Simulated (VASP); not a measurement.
Runs of VASP 6.6.1 on BF. The typed cell holds 2 atoms: a = 3.059 Å, b = 3.059 Å, c = 3.059 Å, α = 116.01°, β = 116.01°, γ = 97.07°. 

```csv
level,k mesh,smearing,gap on the mesh (eV),pressure (GPa),largest force (eV/Å)
PBE,8 × 8 × 8,methfessel-paxton 0.05 eV,0.59,12.4,0.66
PBE,12 × 12 × 13,methfessel-paxton 0.05 eV,0.16,12.6,0.66
PBE,14 × 14 × 16,methfessel-paxton 0.05 eV,0.12,(b),0.66
r2SCAN,8 × 8 × 8,fermi-dirac 0.05 eV,(c),13.5,(a)
PBE,9 × 9 × 10,methfessel-paxton 0.05 eV,0.06,12.6,0.66
```

Alike in all rows: task single point; potentials or basis VASP PAW PBE potentials, release 64 (B, F); no spin polarisation; cell as given; cutoff (eV) 520.

Estimate the missing entries.

(a) 0.78; (b) 12.7; (c) 0.31.

Caveats: the PAW data sets were made with another functional, which shifts forces and pressure a little (some runs).

A k mesh can miss the band edges.
